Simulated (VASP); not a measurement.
Set up this calculation in VASP 6.6.1, as the native input.

| Item | Value |
| --- | --- |
| Task | relaxation of cell and atoms |
| Functional | PBE |
| Potentials or basis | VASP PAW PBE potentials, release 64 (Ir) |
| Cutoff | 600 eV |
| k mesh | 11 × 11 × 6 |
| Occupations | fermi-dirac, width 0.05 eV |
| Spin | no spin polarisation |
| Target pressure | 5 GPa |
| Dipole correction | no |
| Further INCAR settings | ALGO = Normal; EDIFF = 1e-06; IBRION = 2; EDIFFG = -0.01; NSW = 60; ISIF = 3 |

The structure of Ir lies in POSCAR:

```
Ir
1.0
    2.7513778946      0.0000000000      0.0000000000
   -1.3756889473      2.3827631521      0.0000000000
    0.0000000000      0.0000000000      4.4622900000
Ir
2
Direct
    0.3333333333      0.6666666667      0.2500000000
    0.6666666667      0.3333333333      0.7500000000
```

The input as run:

INCAR

```
SYSTEM = Ir
ALGO = Normal ; EDIFF = 1E-6
EDIFFG = -0.01 ; ENCUT = 600
GGA = PE ; IBRION = 2
ISIF = 3 ; ISMEAR = -1
LASPH = .True. ; LCHARG = .False.
LREAL = .False. ; LWAVE = .False.
NELM = 100 ; NSW = 60
PREC = Accurate ; PSTRESS = 50.0
SIGMA = 0.05
```

KPOINTS

```
k-points
0
Gamma
  11 11 6
  0 0 0
```

Potentials or basis: VASP PAW PBE potentials, release 64 (Ir).

Run with:

```sh
$ cat potpaw_PBE.64/Ir/POTCAR > POTCAR
$ mpirun -np 1 vasp_std > vasp.out
```

Results of the run:

- Relaxed volume: 14.39 Å³/atom
- Relaxed cell: a = 2.737 Å, b = 2.737 Å, c = 4.437 Å, α = 90.00°, β = 90.00°, γ = 120.00°
- Space group after relaxing (to 0.05 Å): P6_3/mmc (No. 194)
- Energy change on relaxing (the enthalpy is what falls): +3.0 meV/atom
- Ionic steps: 4
- Pressure after relaxing: 5.0 GPa
- Band gap on the k mesh: zero (band 9 reaches 11.16 eV, above the bottom of band 10 at 8.00 eV)

Caveat: the cell is relaxed towards a set pressure, so the enthalpy falls and the energy may rise; spin-orbit coupling is left out, which moves the levels of the heavy elements.

Run time: 79 s on 1 thread of Intel(R) Xeon(R) Platinum 8259CL CPU @ 2.50GHz (Skylake/Cascade Lake), on a shared host, peak memory 0.17 GiB.
